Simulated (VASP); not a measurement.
The system is La2Zr2O.

```
La Zr O
1.0
     4.15169    0.00000    0.00000
    -2.07585    3.59547    0.00000
     0.00000    0.00000    8.11853
La Zr O
2 2 1
Direct
  0.00000 0.00000 0.70553
  0.00000 0.00000 0.29447
  0.66667 0.33333 0.50000
  0.33333 0.66667 0.00000
  0.66667 0.33333 0.00000
```

```yaml
Program: VASP 6.6.1
Task: relaxation of cell and atoms
Functional: PBE
Potentials_or_basis: VASP PAW PBE potentials, release 64 (La, Zr_sv, O)
Cutoff: 600 eV
k_mesh: 6 × 6 × 2
Occupations: gaussian, width 0.1 eV
Spin: no spin polarisation
```

At the start: pressure -1.2 GPa; volume 24.24 Å³/atom.

Task: How do energy, volume and symmetry change on relaxing?

Result: Over 17 steps the energy falls by 750.5 meV/atom and the volume is 25.74 Å³/atom (+6.2 %); space group P-6m2 (No. 187, to 0.05 Å).

Step by step:
| step | energy change (eV) | largest force (eV/Å) | pressure (GPa) | volume (Å³) |
| --- | --- | --- | --- | --- |
| 1 | 0.0000 | 1.7608 | -1.16 | 121.19 |
| 2 | -1.3740 | 1.3334 | 0.77 | 117.55 |
| 3 | -1.8492 | 1.2015 | 24.43 | 101.06 |
| 4 | -2.6995 | 0.1709 | 9.34 | 109.38 |
| 5 | -2.6956 | 0.2565 | 12.39 | 107.31 |
| 6 | -3.2650 | 0.8269 | 7.42 | 114.91 |
| 7 | -3.4429 | 1.0518 | 2.63 | 123.94 |
| 8 | -3.4498 | 1.0395 | 3.24 | 122.72 |
| 9 | -3.5484 | 0.9102 | 1.38 | 125.08 |
| 10 | -3.5899 | 0.7062 | -0.99 | 128.63 |
| 11 | -3.5915 | 0.7435 | -0.62 | 128.03 |
| 12 | -3.6398 | 0.6105 | -0.30 | 127.95 |
| 13 | -3.7320 | 0.2317 | -0.01 | 127.70 |
| 14 | -3.6795 | 0.5556 | 1.54 | 127.13 |
| 15 | -3.7501 | 0.0294 | 0.42 | 127.52 |
| 16 | -3.7524 | 0.0090 | -0.20 | 128.83 |
| 17 | -3.7524 | 0.0110 | -0.13 | 128.68 |

Final structure:
```cif
data_structure
_symmetry_space_group_name_H-M 'P 1'
_symmetry_Int_Tables_number 1
_cell_length_a 3.5866
_cell_length_b 3.5866
_cell_length_c 11.5506
_cell_angle_alpha 90.000
_cell_angle_beta 90.000
_cell_angle_gamma 120.000
_cell_volume 128.68
loop_
_atom_site_label
_atom_site_type_symbol
_atom_site_fract_x
_atom_site_fract_y
_atom_site_fract_z
_atom_site_occupancy
La1 La 0.00000 0.00000 0.72439 1
La2 La 0.00000 0.00000 0.27561 1
Zr1 Zr 0.66667 0.33333 0.50000 1
Zr2 Zr 0.33333 0.66667 0.00000 1
O1 O 0.66667 0.33333 0.00000 1
```

Caveat: the k points lie up to 0.34 Å⁻¹ apart in the final cell.
